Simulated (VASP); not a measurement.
CuO, 4 atoms in the cell. The structure is monoclinic, space group C2/c (No. 15). The conventional cell has a = 4.684 Å, b = 3.423 Å, c = 5.129 Å, α = 90.00°, β = 99.54°, γ = 90.00°. Within 2.6 Å of Cu (site symmetry -1) lie 4 O at 1.95 to 1.96 Å. O (site symmetry 2) has 6 Cu at 1.95 to 2.78 Å and 6 O at 2.62 to 2.90 Å within 3.0 Å. 

* Program: VASP 6.6.1
* Task: single point
* Functional: PBE
* Potentials or basis: VASP PAW PBE potentials, release 64 (Cu, O)
* Cutoff: 520 eV
* k mesh: 7 × 7 × 4
* Occupations: fermi-dirac, width 0.02 eV
* Spin: collinear spin
* Starting moments: [1.0, 1.0, 0.0, 0.0] μB
* Hubbard terms: Cu d U = 4.0 eV
* Dipole correction: no
* Further INCAR settings: ALGO = Normal; EDIFF = 1e-07; NBANDS = 29

Potentials or basis: VASP PAW PBE potentials, release 64 (Cu, O).

Launch:

```bash
$ cat potpaw_PBE.64/Cu/POTCAR potpaw_PBE.64/O/POTCAR > POTCAR
$ mpirun -np 1 vasp_std > vasp.out
```

Hardware: 1 thread of Intel Xeon 8259CL, with other jobs on the host.

**Question.** Estimate the wall time of this run.

**Answer.** Run time: 3.8 min on 1 thread of Intel Xeon 8259CL (shared host), peak memory 0.25 GiB. Counts: scf iterations 17, k points 60.
